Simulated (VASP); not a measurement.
# In2Sb2Cl in VASP: a series of runs

Runs on In2Sb2Cl. Level: PBE+D3(BJ). Tasks: single point.

Everything below comes from runs of VASP 6.6.1. Logs are shortened: lines on timing, memory, paths and dates and some standing lists are left out, and cuts for length are marked.

## 1. The cell of the first run

The cell holds a slab with vacuum, 5 atoms: a = 4.629 Å, b = 4.629 Å, c = 22.015 Å, α = 90.00°, β = 90.00°, γ = 120.00°.

## 2. Single point, PBE+D3(BJ)

The input, INCAR:

```
ALGO     = Normal         # electronic algorithm
DIPOL    = 0.5 0.5 0.342
EDIFF    = 1E-7           # SCF threshold, eV
ENCUT    = 520            # plane-wave cutoff, eV
GGA      = PE             # functional
IDIPOL   = 3            
ISIF     = 2              # what is computed and relaxed
ISMEAR   = 0              # smearing method
IVDW     = 12             # dispersion correction
LASPH    = T              # aspherical terms in the spheres
LCHARG   = F              # write CHGCAR
LDIPOL   = T            
LREAL    = F              # projectors in reciprocal space
LWAVE    = F              # write WAVECAR
NBANDS   = 30             # bands
NELM     = 80             # most SCF steps
PREC     = Accurate       # precision mode
SIGMA    = 0.1            # smearing width, eV
```

The input, KPOINTS:

```
k-points
0
Gamma
  6 6 1
```

The input, POSCAR:

```
In2Sb2Cl
1.0
    4.6293886023      0.0000000000      0.0000000000
   -2.3146943012      4.0091681336      0.0000000000
    0.0000000000      0.0000000000     22.0151773295
Sb In Cl
2 2 1
Direct
    0.0000000000      0.0000000000      0.1816928358
    0.3333333333      0.6666666667      0.3609342971
    0.3333333333      0.6666666667      0.2246164052
    0.6666666667      0.3333333333      0.3958713209
    0.6666666667      0.3333333333      0.5457679105
```

Potentials or basis: VASP PAW PBE potentials, release 64 (Sb, In_d, Cl).

Launch:

```
$ cat potpaw_PBE.64/Sb/POTCAR potpaw_PBE.64/In_d/POTCAR potpaw_PBE.64/Cl/POTCAR > POTCAR
$ mpirun -np 1 vasp_std > vasp.out
```

OUTCAR:

```text
EDIFF = 1E-7
   ENCUT = 520
   GGA = PE
   ISIF = 2
   ISMEAR = 0
   IVDW = 12
   LASPH = T
   LREAL = F
   NELM = 80
   PREC = Accurate
 IVDW          = 12

 ion  position               nearest neighbor table
   1  0.000  0.000  0.182-   3 2.83   3 2.83   3 2.83
   2  0.333  0.667  0.361-   4 2.78   4 2.78   4 2.78   3 3.00
   3  0.333  0.667  0.225-   1 2.83   1 2.83   1 2.83   2 3.00
   4  0.667  0.333  0.396-   2 2.78   2 2.78   2 2.78   5 3.30
   5  0.667  0.333  0.546-   4 3.30

  LATTYP: Found a hexagonal cell.
 ALAT       =     4.6293886023
 C/A-ratio  =     4.7555258849

  Lattice vectors:

 A1 = (   4.6293886023,   0.0000000000,   0.0000000000)
 A2 = (  -2.3146943012,   4.0091681336,   0.0000000000)
 A3 = (   0.0000000000,   0.0000000000,  22.0151773295)

Analysis of symmetry for initial positions (statically):
=====================================================================
 Subroutine PRICEL returns:
 Original cell was already a primitive cell.

 Routine SETGRP: Setting up the symmetry group for a
 hexagonal supercell.

 Subroutine GETGRP returns: Found  6 space group operations
 (whereof  6 operations were pure point group operations)
 out of a pool of 24 trial point group operations.

The static configuration has the point symmetry C_3v.

Analysis of symmetry for dynamics (positions and initial velocities):
=====================================================================
 Subroutine PRICEL returns:
 Original cell was already a primitive cell.

 Routine SETGRP: Setting up the symmetry group for a
 hexagonal supercell.

 Subroutine GETGRP returns: Found  6 space group operations
 (whereof  6 operations were pure point group operations)
 out of a pool of 24 trial point group operations.

The dynamic configuration has the point symmetry C_3v.

 Subroutine INISYM returns: Found  6 space group operations
 (whereof  6 operations are pure point group operations),
 and found     1 'primitive' translations

----------------------------------------------------------------------------------------

                                     Primitive cell

  volume of cell :     408.6016

  direct lattice vectors                    reciprocal lattice vectors
     4.629388602  0.000000000  0.000000000     0.216011246  0.124714151  0.000000000
    -2.314694301  4.009168134  0.000000000     0.000000000  0.249428302  0.000000000
     0.000000000  0.000000000 22.015177329     0.000000000  0.000000000  0.045423209

  length of vectors
     4.629388602  4.629388602 22.015177329     0.249428302  0.249428302  0.045423209

  position of ions in fractional coordinates (direct lattice)
     0.000000000  0.000000000  0.181692836
     0.333333333  0.666666667  0.360934297
     0.333333333  0.666666667  0.224616405
     0.666666667  0.333333333  0.395871321
     0.666666667  0.333333333  0.545767910

  ion indices of the primitive-cell ions
   primitive index   ion index
                 1           1
                 2           2
                 3           3
                 4           4
                 5           5

----------------------------------------------------------------------------------------

 KPOINTS: k-points

Automatic generation of k-mesh.
 Grid dimensions read from file:
 generate k-points for:    6    6    1

 Generating k-lattice:

  Cartesian coordinates                     Fractional coordinates (reciprocal lattice)
     0.036001874  0.020785692  0.000000000     0.166666667  0.000000000  0.000000000
     0.000000000  0.041571384  0.000000000     0.000000000  0.166666667  0.000000000
     0.000000000  0.000000000  0.045423209     0.000000000  0.000000000  1.000000000

  Length of vectors
     0.041571384  0.041571384  0.045423209

  Shift w.r.t. Gamma in fractional coordinates (k-lattice)
     0.000000000  0.000000000  0.000000000

 Subroutine IBZKPT returns following result:
 ===========================================

 Found      7 irreducible k-points:

 Following reciprocal coordinates:
            Coordinates               Weight
  0.000000  0.000000  0.000000      1.000000
  0.166667  0.000000  0.000000      6.000000
  0.333333 -0.000000  0.000000      6.000000
  0.500000  0.000000  0.000000      3.000000
  0.166667  0.166667  0.000000      6.000000
  0.333333  0.166667  0.000000     12.000000
  0.333333  0.333333  0.000000      2.000000
   k-points           NKPTS =      7   k-points in BZ     NKDIM =      7   number of bands    NBANDS=     30
   number of dos      NEDOS =    301   number of ions     NIONS =      5
   total plane-waves  NPLWV = 217728
   dimension x,y,z NGX =    36 NGY =   36 NGZ =  168
   dimension x,y,z NGXF=    72 NGYF=   72 NGZF=  336
   ions per type =               2   2   1
   NGX,Y,Z   is equivalent  to a cutoff of  12.93, 12.93, 12.69 a.u.
   NGXF,Y,Z  is equivalent  to a cutoff of  25.86, 25.86, 25.37 a.u.
 SYSTEM =  unknown system
   PREC   = accura    normal or accurate (medium, high low for compatibility)
   ISTART =      0    job   : 0-new  1-cont  2-samecut
   ICHARG =      2    charge: 1-file 2-atom 10-const
   ISPIN  =      1    spin polarized calculation?
   LNONCOLLINEAR =      F non collinear calculations
   LSORBIT =      F    spin-orbit coupling
   LASPH  =      T    aspherical Exc in radial PAW
   ENCUT  =  520.0 eV  38.22 Ry    6.18 a.u.   8.61  8.61 40.93*2*pi/ulx,y,z
   NELM   =     80;   NELMIN=  2; NELMDL= -5     # of ELM steps
   EDIFF  = 0.1E-06   stopping-criterion for ELM
   LREAL  =      F    real-space projection
   EDIFFG = 0.1E-05   stopping-criterion for IOM
   NSW    =      0    number of steps for IOM
   IBRION =     -1    ionic relax: 0-MD 1-quasi-New 2-CG
   NFREE  =      0    steps in history (QN), initial steepest desc. (CG)
   ISIF   =      2    stress and relaxation
   ISYM   =      2    0-nonsym 1-usesym 2-fastsym
   POTIM  = 0.5000    time-step for ionic-motion
   TEBEG  =    0.0;   TEEND  =   0.0 temperature during run
   PSTRESS=    0.0 pullay stress
   NELECT =      43.0000    total number of electrons
   NUPDOWN=      -1.0000    fix difference up-down
   EMIN   =  10.00;   EMAX   =-10.00  energy-range for DOS
   EFERMI =   0.00;   METHOD = LEGACY
   ISMEAR =     0;   SIGMA  =   0.10  broadening in eV -4-tet -1-fermi 0-gaus
   EFERMI_NEDOS =   21; number of points for ismear=-14 and -15
   IALGO  =     38    algorithm
   IMIX   =      4    mixing-type and parameters
     AMIX     =   0.40;   BMIX     =  1.00
     AMIX_MAG =   1.60;   BMIX_MAG =  1.00
  volume/ion in A,a.u.               =      81.72       551.48
  Fermi-wavevector in a.u.,A,eV,Ry     =   0.772914  1.460595  8.128058  0.597395
  Thomas-Fermi vector in A             =   1.874646
   LORBIT       =      0    0 simple, 1 ext, 2 COOP (PROOUT), +10 PAW based schemes
   GGA     = PE    functional components
   LHFCALC =     F    Hartree Fock is set to
   AEXX    =    0.0000 exact exchange contribution
   IVDW    =    12    specifies the selected vdW correction
   LEPSILON=     F    determine dielectric tensor
   LRPA    =     F    only Hartree local field effects (RPA)
 non-spin polarized calculation
 Gauss-broadening in eV      SIGMA  =   0.10
  energy-cutoff  :      520.00
  volume of cell :      408.60
 maximum number of plane-waves:     11067
 NGX is ok and might be reduce to    36
   NGX = 17   NGY = 17   NGZ = 81

 number of electron      43.0000013 magnetization

 dipolmoment           0.000000      0.000000      0.323110 electrons x Angstroem

 Free energy of the ion-electron system (eV)
  ---------------------------------------------------
  ext. energy  EPLUGINS =         0.00000000
  ---------------------------------------------------
  free energy    TOTEN  =       -14.32418565 eV

  energy without entropy =      -14.25676187  energy(sigma->0) =      -14.29047376

 E-fermi :  -2.6053     XC(G=0):  -4.1905

 val. band max:       -2.6083737036   @ k =   0.1667   0.0000   0.0000
 cond. band min:      -2.6028016178   @ k =   0.0000   0.0000   0.0000
 fundamental gap:      0.0055720858
 Fermi energy:        -2.6052909995

 k-point     1 :       0.0000    0.0000    0.0000
  band No.  band energies     occupation
      1     -16.9423      2.00000
      2     -16.9368      2.00000
      3     -16.9368      2.00000
      4     -16.8654      2.00000
      5     -16.8654      2.00000
      6     -16.5991      2.00000
[... 22 lines left out ...]
     29       1.6490      0.00000
     30       2.1646      0.00000

 k-point     2 :       0.1667    0.0000    0.0000
  band No.  band energies     occupation
      1     -16.9620      2.00000
      2     -16.9308      2.00000
      3     -16.9195      2.00000
      4     -16.8674      2.00000
      5     -16.8645      2.00000
      6     -16.6016      2.00000
[... 22 lines left out ...]
     29       2.4339      0.00000
     30       2.5251      0.00000

 k-point     3 :       0.3333   -0.0000    0.0000
  band No.  band energies     occupation
      1     -16.9833      2.00000
      2     -16.9199      2.00000
      3     -16.9041      2.00000
      4     -16.8705      2.00000
      5     -16.8613      2.00000
      6     -16.6130      2.00000
[... 22 lines left out ...]
     29       3.4514      0.00000
     30       3.8525      0.00000

 k-point     4 :       0.5000    0.0000    0.0000
  band No.  band energies     occupation
      1     -16.9925      2.00000
      2     -16.9153      2.00000
      3     -16.8988      2.00000
      4     -16.8711      2.00000
      5     -16.8589      2.00000
      6     -16.6200      2.00000
[... 22 lines left out ...]
     29       3.5554      0.00000
     30       4.4353      0.00000

 k-point     5 :       0.1667    0.1667    0.0000
  band No.  band energies     occupation
      1     -16.9772      2.00000
      2     -16.9237      2.00000
      3     -16.9070      2.00000
      4     -16.8697      2.00000
      5     -16.8628      2.00000
      6     -16.6083      2.00000
[... 22 lines left out ...]
     29       2.8875      0.00000
     30       3.1296      0.00000

 k-point     6 :       0.3333    0.1667    0.0000
  band No.  band energies     occupation
      1     -16.9895      2.00000
      2     -16.9167      2.00000
      3     -16.8986      2.00000
      4     -16.8706      2.00000
      5     -16.8612      2.00000
      6     -16.6166      2.00000
[... 22 lines left out ...]
     29       3.4120      0.00000
     30       3.6392      0.00000

 k-point     7 :       0.3333    0.3333    0.0000
  band No.  band energies     occupation
      1     -16.9909      2.00000
      2     -16.9153      2.00000
      3     -16.8962      2.00000
      4     -16.8689      2.00000
      5     -16.8642      2.00000
      6     -16.6166      2.00000
[... 22 lines left out ...]
     29       3.5287      0.00000
     30       3.8070      0.00000

------------------------ aborting loop because EDIFF is reached ----------------------------------------

 vacuum level on the upper side and lower side of the slab       (xc-potential included)         1.466        -1.605

 Edisp (eV)   -0.99118

 E8    (eV) :    -0.4800

  FORCE on cell =-STRESS in cart. coord.  units (eV):
  Direction    XX          YY          ZZ          XY          YZ          ZX
  --------------------------------------------------------------------------------------
  -------------------------------------------------------------------------------------
  Total       0.27698     0.27698    -5.31899    -0.00000     0.00000    -0.00000
  in kB       1.08608     1.08608   -20.85642    -0.00000     0.00000    -0.00000
  external pressure =       -6.23 kB  Pullay stress =        0.00 kB

 VOLUME and BASIS-vectors are now :
 -----------------------------------------------------------------------------
  energy-cutoff  :      520.00
  volume of cell :      408.60
      direct lattice vectors                 reciprocal lattice vectors
     4.629388602  0.000000000  0.000000000     0.216011246  0.124714151  0.000000000
    -2.314694301  4.009168134  0.000000000     0.000000000  0.249428302  0.000000000
     0.000000000  0.000000000 22.015177329     0.000000000  0.000000000  0.045423209

 POSITION                                       TOTAL-FORCE (eV/Angst)
 -----------------------------------------------------------------------------------
      0.00000      0.00000      4.00000        -0.000000     -0.000000     -0.128491
     -0.00000      2.67278      7.94603        -0.000000      0.000000     -0.447006
     -0.00000      2.67278      4.94497         0.000000     -0.000000      0.430909
      2.31469      1.33639      8.71518        -0.000000      0.000000      1.544640
      2.31469      1.33639     12.01518        -0.000000      0.000000     -1.400051
 -----------------------------------------------------------------------------------
    total drift:                                0.000000     -0.000000     -0.000516

  FREE ENERGIE OF THE ION-ELECTRON SYSTEM (eV)
  ---------------------------------------------------
  free  energy   TOTEN  =       -15.3153678486 eV

  energy  without entropy=      -15.2479440651  energy(sigma->0) =      -15.28165596

 vacuum level on the upper side and lower side of the slab         5.750         2.595
```

Run time: 3.4 min. Hardware: 1 thread of Intel Xeon Platinum 8375C at 2.90GHz (Ice Lake), shared host; peak memory 0.52 GiB.

Results:

```yaml
Free_energy: -15.3154 eV
Largest_force: 1.545 eV/Å
Dispersion_energy_per_atom: -0.198 eV
```

Forces in eV/Å, atoms in the order of the input:
```
Sb   0.000  0.000 -0.128
Sb   0.000  0.000 -0.447
In   0.000  0.000  0.431
In   0.000  0.000  1.545
Cl   0.000  0.000 -1.400
```

Caveat: spin-orbit coupling is left out, which moves the levels of the heavy elements; an odd number of electrons without spin polarisation forces a metal; a magnetic or distorted state may lie lower.

## 3. Single point, PBE+D3(BJ)

The input, INCAR:

```
PREC = Accurate ; ENCUT = 520
EDIFF = 1E-6 ; ISMEAR = 0
SIGMA = 0.1 ; LREAL = F
LASPH = T ; NELM = 60
ALGO = Normal ; ISIF = 2
LWAVE = F ; LCHARG = T
LDIPOL = T ; IDIPOL = 3
DIPOL = 0.5 0.5 0.342 ; GGA = PE
IVDW = 12 ; LELF = T
LVHAR = T ; LVACPOTAV = T
NBANDS = 30
```

The input, KPOINTS:

```
Automatic mesh
0
Gamma
  6 6 1
```

POSCAR: that of step 2 with these lines changed.

```diff
@@ -12,2 +12,2 @@
     0.6666666667      0.3333333333      0.3958713209
-    0.6666666667      0.3333333333      0.5457679105
+    1.0000000000      1.0000000000      0.5457679105
```

Potentials or basis: VASP PAW PBE potentials, release 64 (Sb, In_d, Cl).

Launch:

```
$ cat potpaw_PBE.64/Sb/POTCAR potpaw_PBE.64/In_d/POTCAR potpaw_PBE.64/Cl/POTCAR > POTCAR
$ mpirun -np 1 vasp_std > vasp.out
```

It took 2.8 min on 1 thread of Intel Xeon Platinum 8375C at 2.90GHz (Ice Lake), shared host; peak memory 0.56 GiB.

It converged, with:

* Free energy: -14.8638 eV
* Largest force: 0.707 eV/Å
* Dispersion energy per atom: -0.200 eV

Forces in eV/Å, atoms in the order of the input:
```
Sb   0.000  0.000 -0.119
Sb   0.000  0.000 -0.220
In   0.000  0.000  0.323
In   0.000  0.000  0.707
Cl   0.000  0.000 -0.690
```

Levels at points of the mesh, in eV from the Fermi level:
| k point | band 19 | band 20 | band 21 | band 22 | band 23 | band 24 | band 25 | band 26 |
| --- | --- | --- | --- | --- | --- | --- | --- | --- |
| (0.00, 0.00, 0.00) | 0.02 | 0.02 | 0.27 | 0.27 | 0.64 | 1.10 | 3.08 | 3.78 |
| (0.50, 0.00, 0.00) | -0.60 | -0.31 | -0.22 | -0.07 | 1.23 | 1.94 | 2.42 | 3.32 |

Caveat: spin-orbit coupling is left out, which moves the levels of the heavy elements; an odd number of electrons without spin polarisation forces a metal; a magnetic or distorted state may lie lower.

## 4. Single point, PBE+D3(BJ)

The input, INCAR:

```
ALGO = Normal
DIPOL = 0.5 0.5 0.342
EDIFF = 1E-7
ENCUT = 520
GGA = PE
IDIPOL = 3
ISIF = 2
ISMEAR = 0
IVDW = 12
LASPH = T
LCHARG = F
LDIPOL = T
LREAL = F
LWAVE = F
NBANDS = 30
NELM = 100
PREC = Accurate
SIGMA = 0.1
```

The input, KPOINTS:

```
k-points
0
Gamma
  6 6 1
```

POSCAR: that of step 3 with these lines changed.

```diff
@@ -12,2 +12,2 @@
     0.6666666667      0.3333333333      0.3958713209
-    1.0000000000      1.0000000000      0.5457679105
+    1.3333333333      0.6666666667      0.5457679105
```

Launch:

```
$ cat potpaw_PBE.64/Sb/POTCAR potpaw_PBE.64/In_d/POTCAR potpaw_PBE.64/Cl/POTCAR > POTCAR
$ mpirun -np 1 vasp_std > vasp.out
```

Run time: 3.9 min. Hardware: 1 thread of Intel Xeon Platinum 8375C at 2.90GHz (Ice Lake), shared host; peak memory 0.55 GiB.

Results (log left out):

* Free energy: -14.8724 eV
* Largest force: 0.720 eV/Å
* Dispersion energy per atom: -0.200 eV

Forces on the atoms (eV/Å):
```
Sb   0.000  0.000 -0.060
Sb   0.000  0.000 -0.144
In   0.000  0.000  0.247
In   0.000  0.000  0.676
Cl   0.000  0.000 -0.720
```

Levels at points of the mesh, in eV from the Fermi level:
| k point | band 19 | band 20 | band 21 | band 22 | band 23 | band 24 | band 25 | band 26 |
| --- | --- | --- | --- | --- | --- | --- | --- | --- |
| (0.00, 0.00, 0.00) | 0.02 | 0.02 | 0.23 | 0.23 | 0.62 | 1.06 | 3.01 | 3.66 |
| (0.50, 0.00, 0.00) | -0.65 | -0.43 | -0.19 | -0.08 | 1.13 | 1.87 | 2.31 | 3.30 |

Caveat: spin-orbit coupling is left out, which moves the levels of the heavy elements; an odd number of electrons without spin polarisation forces a metal; a magnetic or distorted state may lie lower.
